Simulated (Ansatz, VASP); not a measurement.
# SrTi2O4: VASP beside Ansatz

INCAR

```
SYSTEM = SrTi2O4
ALGO = Normal ; EDIFF = 1E-6
ENCUT = 600 ; GGA = PE
GGA_COMPAT = .False. ; ISIF = 2
ISMEAR = 0 ; ISPIN = 2
LASPH = .True. ; LCHARG = .False.
LMAXMIX = 4 ; LORBIT = 11
LREAL = .False. ; LWAVE = .False.
MAGMOM = 0 0 0.28 0.28 0.28 0.28 0 0 0 0 0 0 0 0 ; NBANDS = 75
NELM = 200 ; PREC = Accurate
SIGMA = 0.1
```

Contents of KPOINTS:

```
k-points
0
Gamma
  4 4 4
  0 0 0
```

File POSCAR:

```
SrTi2O4
1.0
    0.0000000000      4.5255211663      4.5255211663
    4.5255211663      0.0000000000      4.5255211663
    4.5255211663      4.5255211663      0.0000000000
Sr Ti O
2 4 8
Direct
    0.2500000000      0.2500000000      0.2500000000
    0.0000000000      0.0000000000      0.0000000000
    0.6250000000      0.6250000000      0.1250000000
    0.1250000000      0.6250000000      0.6250000000
    0.6250000000      0.1250000000      0.6250000000
    0.6250000000      0.6250000000      0.6250000000
    0.3963034089      0.3963034089      0.3963034089
    0.3963034089      0.8110897732      0.3963034089
    0.8110897732      0.3963034089      0.3963034089
    0.8536965911      0.8536965911      0.4389102268
    0.3963034089      0.3963034089      0.8110897732
    0.8536965911      0.4389102268      0.8536965911
    0.4389102268      0.8536965911      0.8536965911
    0.8536965911      0.8536965911      0.8536965911
```

Input for Ansatz:

```yaml
crystal:
  lattice:
    - [0.0, 4.5255211663, 4.5255211663]
    - [4.5255211663, 0.0, 4.5255211663]
    - [4.5255211663, 4.5255211663, 0.0]
  atoms:
    - { symbol: Sr, position: [0.25, 0.25, 0.25] }
    - { symbol: Sr, position: [0.0, 0.0, 0.0] }
    - { symbol: Ti, position: [0.625, 0.625, 0.125], spin: 0.28 }
    - { symbol: Ti, position: [0.125, 0.625, 0.625], spin: 0.28 }
    - { symbol: Ti, position: [0.625, 0.125, 0.625], spin: 0.28 }
    - { symbol: Ti, position: [0.625, 0.625, 0.625], spin: 0.28 }
    - { symbol: O, position: [0.3963034089, 0.3963034089, 0.3963034089] }
    - { symbol: O, position: [0.3963034089, 0.8110897732, 0.3963034089] }
    - { symbol: O, position: [0.8110897732, 0.3963034089, 0.3963034089] }
    - { symbol: O, position: [0.8536965911, 0.8536965911, 0.4389102268] }
    - { symbol: O, position: [0.3963034089, 0.3963034089, 0.8110897732] }
    - { symbol: O, position: [0.8536965911, 0.4389102268, 0.8536965911] }
    - { symbol: O, position: [0.4389102268, 0.8536965911, 0.8536965911] }
    - { symbol: O, position: [0.8536965911, 0.8536965911, 0.8536965911] }
basis:
  ecutwfc: 420
kpoints:
  mp_grid: { grid: [4, 4, 4] }
hamiltonian:
  xc: pbe
scf:
  occupations: { method: gaussian, width: 0.1 }
  lower_state_search: "off"
output:
  forces: true
  stress: true
  eigenvalues: true
  populations: true
magnetization:
  spin_polarized: true
```

Alike in both runs: task single point; functional PBE; k mesh 4 × 4 × 4; occupations gaussian, width 0.1 eV; collinear spin.

|  | VASP | Ansatz |
| --- | --- | --- |
| version | VASP 6.6.1 | Ansatz 0.2.0 |
| potentials or method | VASP PAW PBE potentials, release 64 (Sr_sv, Ti_sv, O), cutoff 600 eV | scalar-relativistic, plane waves, PAW |
| valence electrons in the cell | 116 | 116 |

```tsv
	VASP	Ansatz	Ansatz less VASP
gap on the k mesh at the Fermi level (eV)	none	none	-
pressure (GPa)	0.4	-0.2	-0.53
rms of the force components (eV/Å)	0.008	0.010	+0.0018
net moment per atom (μB)	0.03	0.02	-0.002
size of the moment on the site where the two differ most (μB)	0.07	0.06	-0.019
```

Site moments also hang on the region over which each program counts them. Atom by atom the forces differ by 0.017 eV/Å (rms over components). A gap of «none» marks a metal or a gap that the smearing closes. With one functional, cell and mesh, what is left measures potentials, basis and numerics.
